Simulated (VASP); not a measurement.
# La (Fm-3m) in VASP: further runs

Runs on La. Level: RPBE. Tasks: single point, relaxation of cell and atoms.

Program: VASP 6.6.1. These are calculated values, not measurements. Logs are shortened: lines on timing, memory, paths and dates and some standing lists are left out, and cuts for length are marked.

**1. The cell of the first run**

The structure is cubic, space group Fm-3m (No. 225). Conventional cell: a = 5.464 Å, b = 5.464 Å, c = 5.464 Å, α = 90.00°, β = 90.00°, γ = 90.00°. La (site symmetry m-3m) has 12 La at 3.86 Å within 5.1 Å.

**2. Single point, RPBE (volume scaled by 1.04)**

File INCAR:

```
PREC = Accurate
ENCUT = 520
EDIFF = 1E-6
ISMEAR = -1
SIGMA = 0.1
LREAL = False
LASPH = True
NELM = 60
ALGO = Normal
ISIF = 2
LWAVE = False
LCHARG = False
GGA = RP
NBANDS = 12
```

File KPOINTS:

```
regular mesh
0
Gamma
  11 11 11
```

File POSCAR:

```
La
1.0
    0.0000000000      2.7317855446      2.7317855446
    2.7317855446      0.0000000000      2.7317855446
    2.7317855446      2.7317855446      0.0000000000
La
1
Direct
    0.0000000000      0.0000000000      0.0000000000
```

Potentials or basis: VASP PAW PBE potentials, release 64 (La).

Command:

```bash
$ cat potpaw_PBE.64/La/POTCAR > POTCAR
$ mpirun -np 1 vasp_std > vasp.out
```

OUTCAR:

```text
PREC = Accurate
   ENCUT = 520
   EDIFF = 1E-6
   ISMEAR = -1
   LREAL = False
   LASPH = True
   NELM = 60
   ISIF = 2
   GGA = RP

 ion  position               nearest neighbor table
   1  0.000  0.000  0.000-

  LATTYP: Found a face centered cubic cell.
 ALAT       =     5.4635710892

  Lattice vectors:

 A1 = (   0.0000000000,   2.7317855446,   2.7317855446)
 A2 = (   2.7317855446,   0.0000000000,   2.7317855446)
 A3 = (   2.7317855446,   2.7317855446,   0.0000000000)

Analysis of symmetry for initial positions (statically):
=====================================================================
 Subroutine PRICEL returns:
 Original cell was already a primitive cell.

 Routine SETGRP: Setting up the symmetry group for a
 face centered cubic supercell.

 Subroutine GETGRP returns: Found 48 space group operations
 (whereof 48 operations were pure point group operations)
 out of a pool of 48 trial point group operations.

The static configuration has the point symmetry O_h .

Analysis of symmetry for dynamics (positions and initial velocities):
=====================================================================
 Subroutine PRICEL returns:
 Original cell was already a primitive cell.

 Routine SETGRP: Setting up the symmetry group for a
 face centered cubic supercell.

 Subroutine GETGRP returns: Found 48 space group operations
 (whereof 48 operations were pure point group operations)
 out of a pool of 48 trial point group operations.

The dynamic configuration has the point symmetry O_h .

 Subroutine INISYM returns: Found 48 space group operations
 (whereof 48 operations are pure point group operations),
 and found     1 'primitive' translations

----------------------------------------------------------------------------------------

                                     Primitive cell

  volume of cell :      40.7727

  direct lattice vectors                    reciprocal lattice vectors
     0.000000000  2.731785545  2.731785545    -0.183030473  0.183030473  0.183030473
     2.731785545  0.000000000  2.731785545     0.183030473 -0.183030473  0.183030473
     2.731785545  2.731785545  0.000000000     0.183030473  0.183030473 -0.183030473

  length of vectors
     3.863328167  3.863328167  3.863328167     0.317018078  0.317018078  0.317018078

  position of ions in fractional coordinates (direct lattice)
     0.000000000  0.000000000  0.000000000

  ion indices of the primitive-cell ions
   primitive index   ion index
                 1           1

----------------------------------------------------------------------------------------

 KPOINTS: regular mesh

Automatic generation of k-mesh.
 Grid dimensions read from file:
 generate k-points for:   11   11   11

 Generating k-lattice:

  Cartesian coordinates                     Fractional coordinates (reciprocal lattice)
    -0.016639134  0.016639134  0.016639134     0.090909091  0.000000000  0.000000000
     0.016639134 -0.016639134  0.016639134     0.000000000  0.090909091  0.000000000
     0.016639134  0.016639134 -0.016639134     0.000000000  0.000000000  0.090909091

  Length of vectors
     0.028819825  0.028819825  0.028819825

  Shift w.r.t. Gamma in fractional coordinates (k-lattice)
     0.000000000  0.000000000  0.000000000

 Subroutine IBZKPT returns following result:
 ===========================================

 Found     56 irreducible k-points:

 Following reciprocal coordinates:
            Coordinates               Weight
  0.000000  0.000000  0.000000      1.000000
  0.090909  0.000000  0.000000      8.000000
  0.181818  0.000000  0.000000      8.000000
  0.272727  0.000000  0.000000      8.000000
  0.363636  0.000000  0.000000      8.000000
  0.454545  0.000000  0.000000      8.000000
[... 16 lines left out ...]
 -0.272727  0.181818  0.000000     24.000000
 -0.181818  0.181818  0.000000     12.000000
 [... further k-points ...]
   k-points           NKPTS =     56   k-points in BZ     NKDIM =     56   number of bands    NBANDS=     12
   number of dos      NEDOS =    301   number of ions     NIONS =      1
   total plane-waves  NPLWV =  27000
   dimension x,y,z NGX =    30 NGY =   30 NGZ =   30
   dimension x,y,z NGXF=    60 NGYF=   60 NGZF=   60
   ions per type =               1
   NGX,Y,Z   is equivalent  to a cutoff of  12.91, 12.91, 12.91 a.u.
   NGXF,Y,Z  is equivalent  to a cutoff of  25.82, 25.82, 25.82 a.u.
 SYSTEM =  unknown system
   PREC   = accura    normal or accurate (medium, high low for compatibility)
   ISTART =      0    job   : 0-new  1-cont  2-samecut
   ICHARG =      2    charge: 1-file 2-atom 10-const
   ISPIN  =      1    spin polarized calculation?
   LNONCOLLINEAR =      F non collinear calculations
   LSORBIT =      F    spin-orbit coupling
   LASPH  =      T    aspherical Exc in radial PAW
   ENCUT  =  520.0 eV  38.22 Ry    6.18 a.u.   7.18  7.18  7.18*2*pi/ulx,y,z
   NELM   =     60;   NELMIN=  2; NELMDL= -5     # of ELM steps
   EDIFF  = 0.1E-05   stopping-criterion for ELM
   LREAL  =      F    real-space projection
   EDIFFG = 0.1E-04   stopping-criterion for IOM
   NSW    =      0    number of steps for IOM
   IBRION =     -1    ionic relax: 0-MD 1-quasi-New 2-CG
   NFREE  =      0    steps in history (QN), initial steepest desc. (CG)
   ISIF   =      2    stress and relaxation
   ISYM   =      2    0-nonsym 1-usesym 2-fastsym
   POTIM  = 0.5000    time-step for ionic-motion
   TEBEG  =    0.0;   TEEND  =   0.0 temperature during run
   PSTRESS=    0.0 pullay stress
   NELECT =      11.0000    total number of electrons
   NUPDOWN=      -1.0000    fix difference up-down
   EMIN   =  10.00;   EMAX   =-10.00  energy-range for DOS
   EFERMI =   0.00;   METHOD = LEGACY
   ISMEAR =    -1;   SIGMA  =   0.10  broadening in eV -4-tet -1-fermi 0-gaus
   EFERMI_NEDOS =   21; number of points for ismear=-14 and -15
   IALGO  =     38    algorithm
   IMIX   =      4    mixing-type and parameters
     AMIX     =   0.40;   BMIX     =  1.00
     AMIX_MAG =   1.60;   BMIX_MAG =  1.00
  volume/ion in A,a.u.               =      40.77       275.15
  Fermi-wavevector in a.u.,A,eV,Ry     =   1.057830  1.999008 15.224972  1.119004
  Thomas-Fermi vector in A             =   2.193117
   LORBIT       =      0    0 simple, 1 ext, 2 COOP (PROOUT), +10 PAW based schemes
   GGA     = RP    functional components
   LHFCALC =     F    Hartree Fock is set to
   AEXX    =    0.0000 exact exchange contribution
   IVDW    =     0    specifies the selected vdW correction
   LEPSILON=     F    determine dielectric tensor
   LRPA    =     F    only Hartree local field effects (RPA)
 non-spin polarized calculation
  energy-cutoff  :      520.00
  volume of cell :       40.77
 maximum number of plane-waves:      1113
 NGX is ok and might be reduce to    30
   NGX = 15   NGY = 15   NGZ = 15

 number of electron      11.0000001 magnetization

 Free energy of the ion-electron system (eV)
  ---------------------------------------------------
  ext. energy  EPLUGINS =         0.00000000
  ---------------------------------------------------
  free energy    TOTEN  =        -4.56907539 eV

  energy without entropy =       -4.50479593  energy(sigma->0) =       -4.53693566

 E-fermi :   7.0850     XC(G=0):  -9.1022

 val. band max:        7.0526579139   @ k =  -0.3636   0.3636   0.1818
 cond. band min:       7.1144238474   @ k =  -0.1818   0.2727   0.0909
 fundamental gap:      0.0617659335
 Fermi energy:         7.0850437411

 k-point     1 :       0.0000    0.0000    0.0000
  band No.  band energies     occupation
      1     -25.9262      2.00000
      2      -9.0898      2.00000
      3      -9.0898      2.00000
      4      -9.0898      2.00000
      5       3.8874      2.00000
      6       8.3039      0.00001
      7       8.5257      0.00000
      8       8.5257      0.00000
      9       8.5257      0.00000
     10       8.7073      0.00000
     11       8.7073      0.00000
     12       8.7073      0.00000

 k-point     2 :       0.0909    0.0000    0.0000
  band No.  band energies     occupation
      1     -25.9159      2.00000
      2      -9.1809      2.00000
      3      -9.1007      2.00000
      4      -9.1007      2.00000
      5       4.1029      2.00000
      6       7.9679      0.00029
      7       8.5369      0.00000
      8       8.5369      0.00000
      9       8.6511      0.00000
     10       8.7140      0.00000
     11       8.7140      0.00000
     12       8.8096      0.00000

 k-point     3 :       0.1818    0.0000    0.0000
  band No.  band energies     occupation
      1     -25.8880      2.00000
      2      -9.4168      2.00000
      3      -9.1298      2.00000
      4      -9.1298      2.00000
      5       4.6581      2.00000
      6       7.6092      0.01052
      7       8.5397      0.00000
      8       8.5397      0.00000
      9       8.5897      0.00000
     10       8.7249      0.00000
     11       8.7249      0.00000
     12       9.0237      0.00000

 k-point     4 :       0.2727    0.0000    0.0000
  band No.  band energies     occupation
      1     -25.8510      2.00000
      2      -9.7092      2.00000
      3      -9.1673      2.00000
      4      -9.1673      2.00000
      5       5.2416      2.00000
      6       7.5920      0.01249
      7       8.4965      0.00000
      8       8.5017      0.00000
      9       8.5017      0.00000
     10       8.7285      0.00000
     11       8.7285      0.00000
     12       9.1771      0.00000

 k-point     5 :       0.3636    0.0000    0.0000
  band No.  band energies     occupation
      1     -25.8165      2.00000
      2      -9.9640      2.00000
      3      -9.2014      2.00000
      4      -9.2014      2.00000
      5       5.4811      2.00000
      6       8.0835      0.00009
      7       8.4223      0.00000
      8       8.4262      0.00000
      9       8.4262      0.00000
     10       8.7280      0.00000
     11       8.7280      0.00000
     12       9.1634      0.00000

 k-point     6 :       0.4545    0.0000    0.0000
  band No.  band energies     occupation
      1     -25.7959      2.00000
      2     -10.1098      2.00000
      3      -9.2215      2.00000
      4      -9.2215      2.00000
      5       5.4936      2.00000
      6       8.3100      0.00001
      7       8.3619      0.00001
      8       8.3619      0.00001
      9       8.6088      0.00000
     10       8.7274      0.00000
     11       8.7274      0.00000
     12       9.1001      0.00000

 k-point     7 :       0.0909    0.0909    0.0000
  band No.  band energies     occupation
      1     -25.9124      2.00000
      2      -9.1788      2.00000
      3      -9.1204      2.00000
      4      -9.1204      2.00000
      5       4.1753      2.00000
      6       7.8547      0.00091
      7       8.5596      0.00000
      8       8.5596      0.00000
      9       8.6176      0.00000
     10       8.7596      0.00000
     11       8.7596      0.00000
     12       8.7760      0.00000

 k-point     8 :       0.1818    0.0909    0.0000
  band No.  band energies     occupation
      1     -25.8904      2.00000
      2      -9.3543      2.00000
      3      -9.1567      2.00000
      4      -9.1415      2.00000
      5       4.6247      2.00000
      6       7.5224      0.02489
      7       8.4356      0.00000
      8       8.5838      0.00000
      9       8.6416      0.00000
     10       8.7484      0.00000
     11       8.7902      0.00000
     12       8.9556      0.00000
[... 166 lines left out ...]
 k-point    20 :       0.4545    0.1818    0.0000
  band No.  band energies     occupation
      1     -25.7885      2.00000
      2      -9.9657      2.00000
      3      -9.3788      2.00000
      4      -9.2984      2.00000
      5       6.0346      1.99995
      6       7.2361      0.36176
      7       7.8466      0.00098
      8       8.6364      0.00000
      9       8.7620      0.00000
     10       8.7702      0.00000
     11       8.9178      0.00000
     12       9.0502      0.00000

 k-point    21 :      -0.4545    0.1818    0.0000
  band No.  band energies     occupation
      1     -25.7769      2.00000
      2     -10.0287      2.00000
      3      -9.4375      2.00000
      4      -9.2848      2.00000
      5       6.1161      1.99988
      6       7.2205      0.41010
      7       8.2456      0.00002
      8       8.5905      0.00000
      9       8.6968      0.00000
     10       8.7374      0.00000
     11       8.9643      0.00000
     12       9.0823      0.00000

 k-point    22 :      -0.3636    0.1818    0.0000
  band No.  band energies     occupation
      1     -25.7838      2.00000
      2      -9.9818      2.00000
      3      -9.4600      2.00000
      4      -9.2486      2.00000
      5       6.2073      1.99969
      6       7.3115      0.18821
      7       8.0858      0.00009
      8       8.5585      0.00000
      9       8.6977      0.00000
     10       8.7038      0.00000
     11       8.9677      0.00000
     12       9.1042      0.00000

 k-point    23 :      -0.2727    0.1818    0.0000
  band No.  band energies     occupation
      1     -25.8068      2.00000
      2      -9.8479      2.00000
      3      -9.4286      2.00000
      4      -9.2008      2.00000
      5       6.1719      1.99978
      6       7.4564      0.04761
      7       7.5833      0.01362
      8       8.5640      0.00000
      9       8.6594      0.00000
     10       8.7771      0.00000
     11       8.9165      0.00000
     12       9.1163      0.00000

 k-point    24 :      -0.1818    0.1818    0.0000
  band No.  band energies     occupation
      1     -25.8385      2.00000
      2      -9.6806      2.00000
      3      -9.3364      2.00000
      4      -9.1563      2.00000
      5       5.6825      2.00000
      6       7.2530      0.31435
      7       7.9579      0.00032
      8       8.6009      0.00000
      9       8.6051      0.00000
     10       8.8070      0.00000
     11       8.8518      0.00000
     12       9.0899      0.00000

 [... further k-points ...]
[... 5 lines left out ...]
  --------------------------------------------------------------------------------------
  -------------------------------------------------------------------------------------
  Total       -0.2359829     -0.2359829     -0.2359829     -0.0000000      0.0000000      0.0000000
  in kB       -9.2730207     -9.2730207     -9.2730207     -0.0000000      0.0000000      0.0000000
  external PRESSURE =      -9.2730207 kB  Pullay stress =       0.0000000 kB

 VOLUME and BASIS-vectors are now :
 -----------------------------------------------------------------------------
  energy-cutoff  :      520.00
  volume of cell :       40.77
      direct lattice vectors                 reciprocal lattice vectors
     0.000000000  2.731785545  2.731785545    -0.183030473  0.183030473  0.183030473
     2.731785545  0.000000000  2.731785545     0.183030473 -0.183030473  0.183030473
     2.731785545  2.731785545  0.000000000     0.183030473  0.183030473 -0.183030473

 POSITION                                       TOTAL-FORCE (eV/Angst)
 -----------------------------------------------------------------------------------
      0.00000      0.00000      0.00000         0.000000      0.000000      0.000000
 -----------------------------------------------------------------------------------
    total drift:                               -0.000000     -0.000000     -0.000000

  FREE ENERGIE OF THE ION-ELECTRON SYSTEM (eV)
  ---------------------------------------------------
  free  energy   TOTEN  =        -4.5690753894 eV

  energy  without entropy=       -4.5047959272  energy(sigma->0) =       -4.53693566
```

It used 120 s of CPU time on 1 thread of AMD EPYC 7R13 Processor (Zen 3), with other jobs on the host.

What came out:

```yaml
Free_energy: -4.5691 eV
Pressure: -0.9 GPa
```

Levels at points of the mesh, in eV from the Fermi level:
```tsv
k point	band 3	band 4	band 5	band 6	band 7	band 8
(0.00, 0.00, 0.00)	-16.17	-16.17	-3.20	1.22	1.44	1.44
```

Caveat: the PAW data sets were made with another functional, which shifts forces and pressure a little; spin-orbit coupling is left out, which moves the levels of the heavy elements.

(Continued in part 2 of 2.)
